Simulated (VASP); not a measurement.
The system is Be2ZnTe5.

```
Be Zn Te
1.0
     4.10000    0.00000    0.00000
    -2.05000    3.55070    0.00000
     0.00000    0.00000   13.30000
Be Zn Te
2 1 5
Direct
  0.00000 0.00000 0.18400
  0.66667 0.33333 0.68400
  0.33333 0.66667 0.43600
  0.00000 0.00000 0.00000
  0.33333 0.66667 0.24100
  0.66667 0.33333 0.50000
  0.00000 0.00000 0.74400
  0.33333 0.66667 0.87200
```

* Program: VASP 6.6.1
* Task: relaxation of cell and atoms
* Functional: PBE
* Potentials or basis: VASP PAW PBE potentials, release 64 (Be, Zn, Te)
* Cutoff: 600 eV
* k mesh: 5 × 5 × 2
* Occupations: gaussian, width 0.2 eV
* Spin: no spin polarisation

At the start: pressure 9.3 GPa; volume 24.20 Å³/atom.

How do energy, volume and symmetry change on relaxing?

Over 13 steps the energy falls by 231.4 meV/atom and the volume is 27.02 Å³/atom (+11.7 %); space group P3m1 (No. 156, to 0.1 Å) before and after.

The path:
```tsv
step	energy change (eV)	largest force (eV/Å)	pressure (GPa)	volume (Å³)
1	0.0000	2.8935	9.26	193.62
2	-1.1572	0.9502	-2.58	235.50
3	-1.1925	1.0372	-1.31	227.99
4	-1.4108	0.7541	-0.92	224.19
5	-1.6546	0.7071	0.38	216.56
6	-1.6702	0.7516	1.01	213.79
7	-1.7507	0.4022	-0.35	218.99
8	-1.7554	0.4185	-0.70	220.49
9	-1.8073	0.3424	-0.10	217.09
10	-1.8269	0.3383	0.62	213.54
11	-1.8471	0.1417	-0.12	216.98
12	-1.8475	0.1552	-0.06	216.56
13	-1.8510	0.0416	0.11	216.20
```

Final structure:
```
CELL_PARAMETERS angstrom
4.09144 0.00000 0.00000
-2.04572 3.54329 0.00000
0.00000 0.00000 14.91305
ATOMIC_POSITIONS crystal
Be 0.00000 0.00000 0.19632
Be 0.66667 0.33333 0.66063
Zn 0.33333 0.66667 0.42496
Te 0.00000 0.00000 0.02884
Te 0.33333 0.66667 0.24595
Te 0.66667 0.33333 0.49632
Te 0.00000 0.00000 0.71453
Te 0.33333 0.66667 0.89345
```

Caveat: the relaxation stopped at a loose force limit of 0.08 eV/Å, so its end isn't a converged minimum.
